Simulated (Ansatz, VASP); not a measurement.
BAs: VASP beside Ansatz

```xyz
2
Lattice="0.0000 2.2323 2.2323 2.2323 0.0000 2.2323 2.2323 2.2323 0.0000" Properties=species:S:1:pos:R:3 pbc="T T T"
B     0.0000    0.0000    0.0000
As    1.1161    1.1161    1.1161
```

Change from the starting cell: volume scaled by 0.8, LAPW.

Alike in both runs: task single point; functional PBE; k mesh 14 × 14 × 14; occupations fermi-dirac, width 0.08 eV; no spin polarisation.

|  | VASP | Ansatz |
| --- | --- | --- |
| version | VASP 6.6.1 | Ansatz 0.2.0 |
| potentials or method | VASP PAW PBE potentials, release 64 (B, As), cutoff 520 eV | all-electron LAPW, scalar-relativistic |

VASP gave:

```
pressure (GPa) : 47.7
```

Question: Which values does Ansatz return?

Answer: Pressure (GPa): 45.9.

Both programs put the cell under a high pressure, so it lies far from rest at this level. Ansatz ran all-electron here, and VASP with PAW potentials.
